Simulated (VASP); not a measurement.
# Sn3PbS4 (Cm) in VASP: single point with PBE

Aim: the single point of Sn3PbS4 with PBE.

Everything below comes from runs of VASP 6.6.1. Logs are shortened: lines on timing, memory, paths and dates and some standing lists are left out, and cuts for length are marked.

### 1 The cell of the first run

It takes space group Cm (No. 8, monoclinic). The conventional cell has a = 12.451 Å, b = 8.283 Å, c = 4.201 Å, α = 90.00°, β = 107.05°, γ = 90.00°. Within 3.4 Å of Sn (site symmetry 1) lie 5 S at 2.59 to 3.19 Å. Sn (site symmetry m) has 5 S at 2.62 to 3.00 Å within 3.5 Å. Within 3.6 Å of Pb (site symmetry m) lie 5 S at 2.74 to 3.03 Å. S (site symmetry 1) has 3 Sn at 2.59 to 3.00 Å and 2 Pb at 2.97 to 3.03 Å within 3.4 Å. Within 3.5 Å of S (site symmetry m) lie 5 Sn at 2.62 to 3.19 Å. Within 3.6 Å of S (site symmetry m) lie 4 Sn at 2.74 to 3.15 Å and 1 Pb at 2.74 Å.

### 2 Single point, PBE

Input file INCAR:

```
SYSTEM = Sn3PbS4
ALGO = Normal
EDIFF = 1E-6
ENCUT = 520
GGA = PE
ISIF = 2
ISMEAR = 0
LASPH = .True.
LCHARG = .False.
LREAL = .False.
LWAVE = .False.
NBANDS = 50
NELM = 60
PREC = Accurate
SIGMA = 0.02
```

Input file KPOINTS:

```
k-points
0
Gamma
  4 4 8
  0 0 0
```

Input file POSCAR:

```
Sn3PbS4
1.0
    6.2252823586     -4.1416396391      0.0076798817
    6.2252823586      4.1416396391      0.0076798817
   -1.2370179778      0.0000000000      4.0147772470
Sn Pb S
3 1 4
Direct
    0.5031305322      0.0102944319      0.9391072859
    0.9958965754      0.9958965754      0.6091438111
    0.0102944319      0.5031305322      0.9391072859
    0.5045606734      0.5045606734      0.6067715218
    0.2183892393      0.7283574728      0.0686198768
    0.7758530303      0.7758530303      0.3858755997
    0.2746200235      0.2746200235      0.3851728753
    0.7283574728      0.2183892393      0.0686198768
```

Potentials or basis: VASP PAW PBE potentials, release 64 (Sn_d, Pb_d, S).

On the command line:

```sh
$ cat potpaw_PBE.64/Sn_d/POTCAR potpaw_PBE.64/Pb_d/POTCAR potpaw_PBE.64/S/POTCAR > POTCAR
$ mpirun -np 1 vasp_std > vasp.out
```

OUTCAR:

```text
SYSTEM = Sn3PbS4
   EDIFF = 1E-6
   ENCUT = 520
   GGA = PE
   ISIF = 2
   ISMEAR = 0
   LASPH = .True.
   LREAL = .False.
   NELM = 60
   PREC = Accurate

 ion  position               nearest neighbor table
   1  0.503  0.010  0.939-   8 2.59   7 2.74   6 2.78   7 3.15   6 3.19   4 3.69   2 3.74
   2  0.996  0.996  0.609-   6 2.62   5 2.87   8 2.87   5 3.00   8 3.00   3 3.74   1 3.74
   3  0.010  0.503  0.939-   5 2.59   7 2.74   6 2.78   7 3.15   6 3.19   4 3.69   2 3.74
   4  0.505  0.505  0.607-   7 2.74   5 2.97   8 2.97   5 3.03   8 3.03   1 3.69   3 3.69
   5  0.218  0.728  0.069-   3 2.59   2 2.87   4 2.97   2 3.00   4 3.03
   6  0.776  0.776  0.386-   2 2.62   1 2.78   3 2.78   3 3.19   1 3.19
   7  0.275  0.275  0.385-   1 2.74   3 2.74   4 2.74   3 3.15   1 3.15
   8  0.728  0.218  0.069-   1 2.59   2 2.87   4 2.97   2 3.00   4 3.03

  LATTYP: Found a base centered monoclinic cell.
 ALAT       =    12.4505741916
 B/A-ratio  =     0.6652929536
 C/A-ratio  =     0.3374165360
 COS(beta)  =    -0.2932767163

  Lattice vectors:

 A1 = (   6.2252823586,  -4.1416396391,   0.0076798817)
 A2 = (   6.2252823586,   4.1416396391,   0.0076798817)
 A3 = (  -1.2370179778,   0.0000000000,   4.0147772470)

Analysis of symmetry for initial positions (statically):
=====================================================================
 Subroutine PRICEL returns:
 Original cell was already a primitive cell.

 Routine SETGRP: Setting up the symmetry group for a
 base centered monoclinic supercell.

 Subroutine GETGRP returns: Found  2 space group operations
 (whereof  2 operations were pure point group operations)
 out of a pool of  4 trial point group operations.

The static configuration has the point symmetry C_1h.

Analysis of symmetry for dynamics (positions and initial velocities):
=====================================================================
 Subroutine PRICEL returns:
 Original cell was already a primitive cell.

 Routine SETGRP: Setting up the symmetry group for a
 base centered monoclinic supercell.

 Subroutine GETGRP returns: Found  2 space group operations
 (whereof  2 operations were pure point group operations)
 out of a pool of  4 trial point group operations.

The dynamic configuration has the point symmetry C_1h.

 Subroutine INISYM returns: Found  2 space group operations
 (whereof  2 operations are pure point group operations),
 and found     1 'primitive' translations

----------------------------------------------------------------------------------------

[... 112 lines left out ...]
   POTIM  = 0.5000    time-step for ionic-motion
   TEBEG  =    0.0;   TEEND  =   0.0 temperature during run
   PSTRESS=    0.0 pullay stress
   NELECT =      80.0000    total number of electrons
   NUPDOWN=      -1.0000    fix difference up-down
   EMIN   =  10.00;   EMAX   =-10.00  energy-range for DOS
   EFERMI =   0.00;   METHOD = LEGACY
   ISMEAR =     0;   SIGMA  =   0.02  broadening in eV -4-tet -1-fermi 0-gaus
   EFERMI_NEDOS =   21; number of points for ismear=-14 and -15
   IALGO  =     38    algorithm
   IMIX   =      4    mixing-type and parameters
     AMIX     =   0.40;   BMIX     =  1.00
     AMIX_MAG =   1.60;   BMIX_MAG =  1.00
  volume/ion in A,a.u.               =      25.89       174.70
  Fermi-wavevector in a.u.,A,eV,Ry     =   1.192273  2.253068 19.340869  1.421514
  Thomas-Fermi vector in A             =   2.328315
   LORBIT       =      0    0 simple, 1 ext, 2 COOP (PROOUT), +10 PAW based schemes
   GGA     = PE    functional components
   LHFCALC =     F    Hartree Fock is set to
   AEXX    =    0.0000 exact exchange contribution
   IVDW    =     0    specifies the selected vdW correction
   LEPSILON=     F    determine dielectric tensor
   LRPA    =     F    only Hartree local field effects (RPA)
 non-spin polarized calculation
 Gauss-broadening in eV      SIGMA  =   0.02
  energy-cutoff  :      520.00
  volume of cell :      207.10
 maximum number of plane-waves:      5596
   NGX = 27   NGY = 27   NGZ = 15

 number of electron      80.0000011 magnetization

 Free energy of the ion-electron system (eV)
  ---------------------------------------------------
  ext. energy  EPLUGINS =         0.00000000
  ---------------------------------------------------
  free energy    TOTEN  =       -35.20915171 eV

  energy without entropy =      -35.20915171  energy(sigma->0) =      -35.20915171

 E-fermi :   5.5651     XC(G=0):  -9.5658

 val. band max:        5.4381031900   @ k =   0.5000   0.5000   0.5000
 cond. band min:       6.0820530237   @ k =   0.5000   0.5000  -0.0000
 fundamental gap:      0.6439498337
 Fermi energy:         5.5650616932

 k-point     1 :       0.0000    0.0000    0.0000
  band No.  band energies     occupation
      1     -15.7717      2.00000
      2     -15.7656      2.00000
      3     -15.7356      2.00000
      4     -15.7241      2.00000
      5     -15.7209      2.00000
      6     -15.7171      2.00000
[... 1261 lines left out ...]
     49       9.9625      0.00000
     50      10.2136      0.00000

 [... further k-points ...]

------------------------ aborting loop because EDIFF is reached ----------------------------------------

  FORCE on cell =-STRESS in cart. coord.  units (eV):
  Direction    XX          YY          ZZ          XY          YZ          ZX
  --------------------------------------------------------------------------------------
  -------------------------------------------------------------------------------------
  Total       -0.0855073     -0.0694634     -0.0535456      0.0000000      0.0000000     -0.0123455
  in kB       -0.6614939     -0.5373769     -0.4142348      0.0000000      0.0000000     -0.0955061
  external PRESSURE =      -0.5377019 kB  Pullay stress =       0.0000000 kB

 VOLUME and BASIS-vectors are now :
 -----------------------------------------------------------------------------
  energy-cutoff  :      520.00
  volume of cell :      207.10
      direct lattice vectors                 reciprocal lattice vectors
     6.225282359 -4.141639639  0.007679882     0.080287124 -0.120725134  0.024737765
     6.225282359  4.141639639  0.007679882     0.080287124  0.120725134  0.024737765
    -1.237017978  0.000000000  4.014777247    -0.000307163  0.000000000  0.248985180

 POSITION                                       TOTAL-FORCE (eV/Angst)
 -----------------------------------------------------------------------------------
      2.03452     -2.04115      3.77425         0.002512     -0.001745      0.000358
     11.64595      0.00000      2.46087        -0.004491      0.000000      0.004353
      2.03452      2.04115      3.77425         0.002512      0.001745      0.000358
      5.53148      0.00000      2.44380        -0.005749      0.000000      0.004463
      5.80888      2.11210      0.28276         0.004861     -0.002428     -0.006281
      9.18247      0.00000      1.56112        -0.002198      0.000000      0.001140
      2.94271      0.00000      1.55060        -0.002307      0.000000      0.001890
      5.80888     -2.11210      0.28276         0.004861      0.002428     -0.006281
 -----------------------------------------------------------------------------------
    total drift:                                0.000275      0.000000     -0.001255

  FREE ENERGIE OF THE ION-ELECTRON SYSTEM (eV)
  ---------------------------------------------------
  free  energy   TOTEN  =       -35.2091517067 eV

  energy  without entropy=      -35.2091517067  energy(sigma->0) =      -35.20915171
```

Wall time 6.7 min (1 thread of Intel Xeon Platinum 8488C (Sapphire Rapids), shared host); peak memory 0.56 GiB.

What came out:

```
Free energy            : -35.2092 eV
Pressure               : -0.1 GPa
Largest force          : 0.008 eV/Å
Band gap on the k mesh : 0.64 eV, indirect (least direct gap 0.98 eV)
```

Forces on the atoms (eV/Å):
```
Sn   0.003 -0.002  0.000
Sn  -0.004  0.000  0.004
Sn   0.003  0.002  0.000
Pb  -0.006  0.000  0.004
S    0.005 -0.002 -0.006
S   -0.002  0.000  0.001
S   -0.002  0.000  0.002
S    0.005  0.002 -0.006
```

Levels at points of the mesh, in eV from the valence-band top:
| k point | band 37 | band 38 | band 39 | band 40 | band 41 | band 42 | band 43 | band 44 |
| --- | --- | --- | --- | --- | --- | --- | --- | --- |
| (0.00, 0.00, 0.00) | -1.67 | -1.03 | -0.74 | -0.49 | 1.64 | 1.69 | 2.57 | 2.74 |
| (0.50, 0.00, 0.00) | -1.32 | -1.14 | -0.69 | -0.49 | 1.94 | 2.08 | 2.80 | 2.96 |
| (0.50, 0.50, 0.00) | -1.70 | -0.71 | -0.39 | -0.33 | 0.64 | 1.23 | 1.45 | 2.22 |
| (0.00, 0.00, 0.50) | -1.66 | -1.57 | -0.68 | -0.20 | 1.52 | 1.62 | 1.96 | 2.47 |
| (0.50, 0.00, 0.50) | -1.78 | -1.47 | -1.26 | -1.24 | 1.73 | 1.76 | 3.06 | 3.09 |
| (0.50, 0.50, 0.50) | -1.77 | -1.72 | -0.76 | 0.00 | 1.54 | 1.68 | 2.10 | 2.66 |

Caveat: spin-orbit coupling is left out, which moves the levels of the heavy elements.
